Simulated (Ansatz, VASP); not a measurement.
# BaZrO3: VASP beside Ansatz

```xyz
5
Lattice="4.2328 0.0000 0.0000 0.0000 4.2328 0.0000 0.0000 0.0000 4.2328" Properties=species:S:1:pos:R:3 pbc="T T T"
Ba    0.0000    0.0000    0.0000
Zr    2.1164    2.1164    2.1164
O     0.0000    2.1164    2.1164
O     2.1164    0.0000    2.1164
O     2.1164    2.1164    0.0000
```

Alike in both runs: functional r2SCAN; k mesh 8 × 8 × 8; occupations fermi-dirac, width 0.02 eV; no spin polarisation.

Ansatz relaxed the structure, and its values are those at the end. VASP's run is a single point on that final structure, the one shown.

```csv
,VASP,Ansatz
version,VASP 6.6.1,Ansatz 0.2.0
potentials or method,"VASP PAW PBE potentials, release 64 (Ba_sv, Zr_sv, O), cutoff 520 eV",PAW plane waves
valence electrons in the cell,40,40
```

|  | VASP | Ansatz | Ansatz less VASP |
| --- | --- | --- | --- |
| gap on the k mesh at the Fermi level (eV) | 3.63 | 3.68 | +0.054 |
| pressure (GPa) | -2.1 | -3.1 | -0.98 |

VASP's potentials were made for PBE, not for r2SCAN. Ansatz's warnings: stress scf threshold loose.

Spin-orbit coupling is off throughout.
